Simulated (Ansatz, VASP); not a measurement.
**One calculation of MnS, two programs**

```
Mn S
1.0
     0.00000    2.51042    2.51042
     2.51042    0.00000    2.51042
     2.51042    2.51042    0.00000
Mn S
1 1
Direct
  0.00000 0.00000 0.00000
  0.50000 0.50000 0.50000
```

Alike in both runs: functional PBE; dispersion D3(BJ); k mesh 14 × 14 × 14; occupations gaussian, width 0.1 eV; collinear spin.

Ansatz relaxed the structure, and its values are those at the end. VASP's run is a single point on that final structure, the one shown.

|  | VASP | Ansatz |
| --- | --- | --- |
| version | VASP 6.6.1 | Ansatz 0.2.0 |
| potentials or method | VASP PAW PBE potentials, release 64 (Mn_pv, S), cutoff 520 eV | scalar-relativistic, plane waves, PAW |
| valence electrons in the cell | 19 | 21 |

```tsv
	VASP	Ansatz	Ansatz less VASP
gap on the k mesh at the Fermi level (eV)	none	none	-
pressure (GPa)	0.1	0.0	-0.04
net moment per atom (μB)	2.19	2.19	-0.001
size of the moment on the site where the two differ most (μB)	4.01	3.91	-0.097
```

Site moments also hang on the region over which each program counts them. A gap of «none» marks a metal or a gap that the smearing closes. VASP's potentials hold 19 valence electrons a cell and Ansatz's 21, so a difference there can come from the potentials and not from the codes. Ansatz's warnings: dispersion switch in reach, relaxed geometry near dispersion switch.
